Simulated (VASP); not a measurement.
# InSb3 (Pm-3m) in VASP: notebook

The runs below take InSb3 through single point, with PBE.

Everything below comes from runs of VASP 6.6.1. Logs are shortened: lines on timing, memory, paths and dates and some standing lists are left out, and cuts for length are marked.

### 1 The cell of the first run

The structure is cubic, space group Pm-3m (No. 221). Conventional cell: a = 4.814 Å, b = 4.814 Å, c = 4.814 Å, α = 90.00°, β = 90.00°, γ = 90.00°. In (site symmetry m-3m) has 12 Sb at 3.40 Å within 4.5 Å. Sb (site symmetry 4/mmm) has 4 In at 3.40 Å and 8 Sb at 3.40 Å within 4.5 Å.

### 2 Single point, PBE

INCAR reads:

```
  PREC = Accurate
  ENCUT = 520
  EDIFF = 1E-6
  ISMEAR = 0
  SIGMA = 0.15
  LREAL = F
  LASPH = T
  NELM = 60
  ALGO = Normal
  ISIF = 2
  LWAVE = F
  LCHARG = F
  GGA = PE
  NBANDS = 22
```

KPOINTS reads:

```
Automatic mesh
0
Gamma
  8 8 8
```

POSCAR reads:

```
InSb3
1.0
    4.8138627010      0.0000000000      0.0000000000
    0.0000000000      4.8138627010      0.0000000000
    0.0000000000      0.0000000000      4.8138627010
In Sb
1 3
Direct
    0.0000000000      0.0000000000      0.0000000000
    0.5000000000      0.0000000000      0.5000000000
    0.0000000000      0.5000000000      0.5000000000
    0.5000000000      0.5000000000      0.0000000000
```

Potentials or basis: VASP PAW PBE potentials, release 64 (In_d, Sb).

On the command line:

```bash
$ cat potpaw_PBE.64/In_d/POTCAR potpaw_PBE.64/Sb/POTCAR > POTCAR
$ mpirun -np 1 vasp_std > vasp.out
```

OUTCAR:

```text
PREC = Accurate
   ENCUT = 520
   EDIFF = 1E-6
   ISMEAR = 0
   LREAL = F
   LASPH = T
   NELM = 60
   ISIF = 2
   GGA = PE

 ion  position               nearest neighbor table
   1  0.000  0.000  0.000-   2 3.40   3 3.40   4 3.40   2 3.40   3 3.40   3 3.40   4 3.40   3 3.40
                             2 3.40   4 3.40   2 3.40   4 3.40
   2  0.500  0.000  0.500-   1 3.40   3 3.40   4 3.40   1 3.40   4 3.40   3 3.40   4 3.40   4 3.40
                             1 3.40   3 3.40   1 3.40   3 3.40
   3  0.000  0.500  0.500-   1 3.40   2 3.40   4 3.40   1 3.40   4 3.40   1 3.40   2 3.40   1 3.40
                             2 3.40   4 3.40   4 3.40   2 3.40
   4  0.500  0.500  0.000-   1 3.40   2 3.40   3 3.40   2 3.40   3 3.40   1 3.40   2 3.40   2 3.40
                             1 3.40   3 3.40   3 3.40   1 3.40

  LATTYP: Found a simple cubic cell.
 ALAT       =     4.8138627010

  Lattice vectors:

 A1 = (   4.8138627010,   0.0000000000,   0.0000000000)
 A2 = (   0.0000000000,   4.8138627010,   0.0000000000)
 A3 = (   0.0000000000,   0.0000000000,   4.8138627010)

Analysis of symmetry for initial positions (statically):
=====================================================================
 Subroutine PRICEL returns:
 Original cell was already a primitive cell.

 Routine SETGRP: Setting up the symmetry group for a
 simple cubic supercell.

 Subroutine GETGRP returns: Found 48 space group operations
 (whereof 48 operations were pure point group operations)
 out of a pool of 48 trial point group operations.

The static configuration has the point symmetry O_h .

Analysis of symmetry for dynamics (positions and initial velocities):
=====================================================================
 Subroutine PRICEL returns:
 Original cell was already a primitive cell.

 Routine SETGRP: Setting up the symmetry group for a
 simple cubic supercell.

 Subroutine GETGRP returns: Found 48 space group operations
 (whereof 48 operations were pure point group operations)
 out of a pool of 48 trial point group operations.

The dynamic configuration has the point symmetry O_h .

 Subroutine INISYM returns: Found 48 space group operations
 (whereof 48 operations are pure point group operations),
 and found     1 'primitive' translations

----------------------------------------------------------------------------------------

                                     Primitive cell

  volume of cell :     111.5530

  direct lattice vectors                    reciprocal lattice vectors
     4.813862701  0.000000000  0.000000000     0.207733386  0.000000000  0.000000000
     0.000000000  4.813862701  0.000000000     0.000000000  0.207733386  0.000000000
     0.000000000  0.000000000  4.813862701     0.000000000  0.000000000  0.207733386

  length of vectors
     4.813862701  4.813862701  4.813862701     0.207733386  0.207733386  0.207733386

  position of ions in fractional coordinates (direct lattice)
     0.000000000  0.000000000  0.000000000
     0.500000000  0.000000000  0.500000000
     0.000000000  0.500000000  0.500000000
     0.500000000  0.500000000  0.000000000

  ion indices of the primitive-cell ions
   primitive index   ion index
                 1           1
                 2           2
                 3           3
                 4           4

----------------------------------------------------------------------------------------

 KPOINTS: Automatic mesh

Automatic generation of k-mesh.
 Grid dimensions read from file:
 generate k-points for:    8    8    8

 Generating k-lattice:

  Cartesian coordinates                     Fractional coordinates (reciprocal lattice)
     0.025966673  0.000000000  0.000000000     0.125000000  0.000000000  0.000000000
     0.000000000  0.025966673  0.000000000     0.000000000  0.125000000  0.000000000
     0.000000000  0.000000000  0.025966673     0.000000000  0.000000000  0.125000000

  Length of vectors
     0.025966673  0.025966673  0.025966673

  Shift w.r.t. Gamma in fractional coordinates (k-lattice)
     0.000000000  0.000000000  0.000000000

 Subroutine IBZKPT returns following result:
 ===========================================

 Found     35 irreducible k-points:

 Following reciprocal coordinates:
            Coordinates               Weight
  0.000000  0.000000  0.000000      1.000000
  0.125000  0.000000  0.000000      6.000000
  0.250000  0.000000  0.000000      6.000000
  0.375000  0.000000  0.000000      6.000000
  0.500000  0.000000  0.000000      3.000000
  0.125000  0.125000  0.000000     12.000000
[... 16 lines left out ...]
  0.375000  0.375000  0.125000     24.000000
  0.500000  0.375000  0.125000     24.000000
 [... further k-points ...]
   k-points           NKPTS =     35   k-points in BZ     NKDIM =     35   number of bands    NBANDS=     22
   number of dos      NEDOS =    301   number of ions     NIONS =      4
   total plane-waves  NPLWV =  46656
   dimension x,y,z NGX =    36 NGY =   36 NGZ =   36
   dimension x,y,z NGXF=    72 NGYF=   72 NGZF=   72
   ions per type =               1   3
   NGX,Y,Z   is equivalent  to a cutoff of  12.43, 12.43, 12.43 a.u.
   NGXF,Y,Z  is equivalent  to a cutoff of  24.87, 24.87, 24.87 a.u.
 SYSTEM =  unknown system
   PREC   = accura    normal or accurate (medium, high low for compatibility)
   ISTART =      0    job   : 0-new  1-cont  2-samecut
   ICHARG =      2    charge: 1-file 2-atom 10-const
   ISPIN  =      1    spin polarized calculation?
   LNONCOLLINEAR =      F non collinear calculations
   LSORBIT =      F    spin-orbit coupling
   LASPH  =      T    aspherical Exc in radial PAW
   ENCUT  =  520.0 eV  38.22 Ry    6.18 a.u.   8.95  8.95  8.95*2*pi/ulx,y,z
   NELM   =     60;   NELMIN=  2; NELMDL= -5     # of ELM steps
   EDIFF  = 0.1E-05   stopping-criterion for ELM
   LREAL  =      F    real-space projection
   EDIFFG = 0.1E-04   stopping-criterion for IOM
   NSW    =      0    number of steps for IOM
   IBRION =     -1    ionic relax: 0-MD 1-quasi-New 2-CG
   NFREE  =      0    steps in history (QN), initial steepest desc. (CG)
   ISIF   =      2    stress and relaxation
   ISYM   =      2    0-nonsym 1-usesym 2-fastsym
   POTIM  = 0.5000    time-step for ionic-motion
   TEBEG  =    0.0;   TEEND  =   0.0 temperature during run
   PSTRESS=    0.0 pullay stress
   NELECT =      28.0000    total number of electrons
   NUPDOWN=      -1.0000    fix difference up-down
   EMIN   =  10.00;   EMAX   =-10.00  energy-range for DOS
   EFERMI =   0.00;   METHOD = LEGACY
   ISMEAR =     0;   SIGMA  =   0.15  broadening in eV -4-tet -1-fermi 0-gaus
   EFERMI_NEDOS =   21; number of points for ismear=-14 and -15
   IALGO  =     38    algorithm
   IMIX   =      4    mixing-type and parameters
     AMIX     =   0.40;   BMIX     =  1.00
     AMIX_MAG =   1.60;   BMIX_MAG =  1.00
  volume/ion in A,a.u.               =      27.89       188.20
  Fermi-wavevector in a.u.,A,eV,Ry     =   1.032683  1.951488 14.509726  1.066435
  Thomas-Fermi vector in A             =   2.166893
   LORBIT       =      0    0 simple, 1 ext, 2 COOP (PROOUT), +10 PAW based schemes
   GGA     = PE    functional components
   LHFCALC =     F    Hartree Fock is set to
   AEXX    =    0.0000 exact exchange contribution
   IVDW    =     0    specifies the selected vdW correction
   LEPSILON=     F    determine dielectric tensor
   LRPA    =     F    only Hartree local field effects (RPA)
 non-spin polarized calculation
 Gauss-broadening in eV      SIGMA  =   0.15
  energy-cutoff  :      520.00
  volume of cell :      111.55
 maximum number of plane-waves:      3028
 NGX is ok and might be reduce to    36
   NGX = 17   NGY = 17   NGZ = 17

 number of electron      28.0000007 magnetization

 Free energy of the ion-electron system (eV)
  ---------------------------------------------------
  ext. energy  EPLUGINS =         0.00000000
  ---------------------------------------------------
  free energy    TOTEN  =       -14.25727671 eV

  energy without entropy =      -14.23625289  energy(sigma->0) =      -14.24676480

 E-fermi :   7.7534     XC(G=0): -10.0409

 val. band max:        7.7257566413   @ k =   0.3750   0.1250   0.0000
 cond. band min:       7.7741930304   @ k =   0.5000   0.3750   0.1250
 fundamental gap:      0.0484363891
 Fermi energy:         7.7534213821

 k-point     1 :       0.0000    0.0000    0.0000
  band No.  band energies     occupation
      1      -6.7443      2.00000
      2      -6.7443      2.00000
      3      -6.7287      2.00000
      4      -6.7287      2.00000
      5      -6.7287      2.00000
      6      -4.3572      2.00000
[... 14 lines left out ...]
     21      12.6985      0.00000
     22      12.9435      0.00000

 k-point     2 :       0.1250    0.0000    0.0000
  band No.  band energies     occupation
      1      -6.7435      2.00000
      2      -6.7420      2.00000
      3      -6.7304      2.00000
      4      -6.7304      2.00000
      5      -6.7287      2.00000
      6      -4.2627      2.00000
[... 14 lines left out ...]
     21      13.0564      0.00000
     22      13.2822      0.00000

 k-point     3 :       0.2500    0.0000    0.0000
  band No.  band energies     occupation
      1      -6.7416      2.00000
      2      -6.7366      2.00000
      3      -6.7342      2.00000
      4      -6.7342      2.00000
      5      -6.7286      2.00000
      6      -3.9839      2.00000
[... 14 lines left out ...]
     21      13.0436      0.00000
     22      13.2438      0.00000

 k-point     4 :       0.3750    0.0000    0.0000
  band No.  band energies     occupation
      1      -6.7397      2.00000
      2      -6.7381      2.00000
      3      -6.7381      2.00000
      4      -6.7313      2.00000
      5      -6.7285      2.00000
      6      -3.5476      2.00000
[... 14 lines left out ...]
     21      12.1905      0.00000
     22      13.5754      0.00000

 k-point     5 :       0.5000    0.0000    0.0000
  band No.  band energies     occupation
      1      -6.7396      2.00000
      2      -6.7396      2.00000
      3      -6.7389      2.00000
      4      -6.7291      2.00000
      5      -6.7284      2.00000
      6      -3.1902      2.00000
[... 14 lines left out ...]
     21      11.7858      0.00000
     22      13.8260      0.00000

 k-point     6 :       0.1250    0.1250    0.0000
  band No.  band energies     occupation
      1      -6.7421      2.00000
      2      -6.7404      2.00000
      3      -6.7322      2.00000
      4      -6.7304      2.00000
      5      -6.7302      2.00000
      6      -4.1683      2.00000
[... 14 lines left out ...]
     21      13.1842      0.00000
     22      13.3398      0.00000

 k-point     7 :       0.2500    0.1250    0.0000
  band No.  band energies     occupation
      1      -6.7402      2.00000
      2      -6.7367      2.00000
      3      -6.7351      2.00000
      4      -6.7341      2.00000
      5      -6.7301      2.00000
      6      -3.8895      2.00000
[... 324 lines left out ...]
      6      -3.5180      2.00000
[... 14 lines left out ...]
     21      13.5040      0.00000
     22      13.6930      0.00000

 k-point    21 :       0.3750    0.2500    0.1250
  band No.  band energies     occupation
      1      -6.7494      2.00000
      2      -6.7408      2.00000
      3      -6.7361      2.00000
      4      -6.7323      2.00000
      5      -6.7242      2.00000
      6      -3.0847      2.00000
[... 14 lines left out ...]
     21      13.3137      0.00000
     22      14.4609      0.00000

 k-point    22 :       0.5000    0.2500    0.1250
  band No.  band energies     occupation
      1      -6.7519      2.00000
      2      -6.7425      2.00000
      3      -6.7360      2.00000
      4      -6.7316      2.00000
      5      -6.7219      2.00000
      6      -2.7183      2.00000
[... 14 lines left out ...]
     21      12.3894      0.00000
     22      15.0781      0.00000

 k-point    23 :       0.3750    0.3750    0.1250
  band No.  band energies     occupation
      1      -6.7571      2.00000
      2      -6.7404      2.00000
      3      -6.7401      2.00000
      4      -6.7299      2.00000
      5      -6.7190      2.00000
      6      -2.6544      2.00000
[... 14 lines left out ...]
     21      13.5750      0.00000
     22      14.3403      0.00000

 k-point    24 :       0.5000    0.3750    0.1250
  band No.  band energies     occupation
      1      -6.7602      2.00000
      2      -6.7420      2.00000
      3      -6.7401      2.00000
      4      -6.7291      2.00000
      5      -6.7167      2.00000
      6      -2.2690      2.00000
[... 14 lines left out ...]
     21      12.8329      0.00000
     22      15.2787      0.00000

 [... further k-points ...]
[... 5 lines left out ...]
  --------------------------------------------------------------------------------------
  -------------------------------------------------------------------------------------
  Total       -0.0473655     -0.0473655     -0.0473655     -0.0000000      0.0000000     -0.0000000
  in kB       -0.6802868     -0.6802868     -0.6802868     -0.0000000      0.0000000     -0.0000000
  external PRESSURE =      -0.6802868 kB  Pullay stress =       0.0000000 kB

 VOLUME and BASIS-vectors are now :
 -----------------------------------------------------------------------------
  energy-cutoff  :      520.00
  volume of cell :      111.55
      direct lattice vectors                 reciprocal lattice vectors
     4.813862701  0.000000000  0.000000000     0.207733386  0.000000000  0.000000000
     0.000000000  4.813862701  0.000000000     0.000000000  0.207733386  0.000000000
     0.000000000  0.000000000  4.813862701     0.000000000  0.000000000  0.207733386

 POSITION                                       TOTAL-FORCE (eV/Angst)
 -----------------------------------------------------------------------------------
      0.00000      0.00000      0.00000         0.000000      0.000000      0.000000
      2.40693      0.00000      2.40693         0.000000      0.000000      0.000000
      0.00000      2.40693      2.40693         0.000000      0.000000      0.000000
      2.40693      2.40693      0.00000         0.000000      0.000000      0.000000
 -----------------------------------------------------------------------------------
    total drift:                               -0.000000     -0.000000     -0.000000

  FREE ENERGIE OF THE ION-ELECTRON SYSTEM (eV)
  ---------------------------------------------------
  free  energy   TOTEN  =       -14.2572767057 eV

  energy  without entropy=      -14.2362528861  energy(sigma->0) =      -14.24676480
```

Run time: 99 s. Hardware: 1 thread of Intel Xeon 8259CL, shared host; peak memory 0.25 GiB.

What came out:

```yaml
Free_energy: -14.2573 eV
Pressure: -0.1 GPa
Band_gap_on_the_k_mesh: zero (bands 14 and 15 overlap by 4.58 eV)
```

Levels at points of the mesh, in eV from the Fermi level:
| k point | band 10 | band 11 | band 12 | band 13 | band 14 | band 15 | band 16 | band 17 | band 18 | band 19 |
| --- | --- | --- | --- | --- | --- | --- | --- | --- | --- | --- |
| (0.00, 0.00, 0.00) | -4.24 | -4.24 | -3.55 | 0.46 | 0.46 | 0.46 | 1.75 | 1.75 | 1.75 | 4.73 |
| (0.50, 0.00, 0.00) | -2.86 | -2.86 | -2.06 | -2.06 | -1.08 | -0.81 | 2.00 | 2.18 | 2.18 | 2.44 |
| (0.50, 0.50, 0.00) | -2.44 | -1.60 | -1.60 | -1.31 | -1.08 | -1.08 | -0.44 | 1.09 | 3.27 | 3.47 |
| (0.50, 0.50, 0.50) | -4.92 | -4.92 | -4.92 | -4.74 | 3.50 | 3.50 | 3.57 | 3.57 | 3.57 | 6.39 |

Caveat: spin-orbit coupling is left out, which moves the levels of the heavy elements.

[end of part 1 of 2]
